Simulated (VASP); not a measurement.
Crystal: KF (Carobbiite).

```xyz
2
Lattice="0.0000 2.6719 2.6719 2.6719 0.0000 2.6719 2.6719 2.6719 0.0000" Properties=species:S:1:pos:R:3 pbc="T T T"
K     0.0000    0.0000    0.0000
F     2.6719    2.6719    2.6719
```

Base run:

```yaml
Program: VASP 6.6.1
Functional: PBEsol
Potentials_or_basis: VASP PAW PBE potentials, release 64 (K_sv, F)
Cutoff: 520 eV
k_mesh: 6 × 6 × 6
Occupations: fermi-dirac, width 0.05 eV
Spin: no spin polarisation
```

Its results: band gap on the k mesh 6.03 eV, direct; pressure -0.6 GPa.

Q: After a change of settings the same cell gave: band gap on the k mesh 6.17 eV, direct; pressure 1.4 GPa. Which change was it?
A. functional from PBEsol to PBE
B. k mesh from 6 × 6 × 6 to 9 × 9 × 9; dispersion from none to D3(BJ)
C. k mesh from 6 × 6 × 6 to 9 × 9 × 9

A: A.

PBE binds less tightly than PBEsol, so the same cell stands under more pressure.

Caveats: the PAW data sets were made with another functional, which shifts forces and pressure a little (some runs).
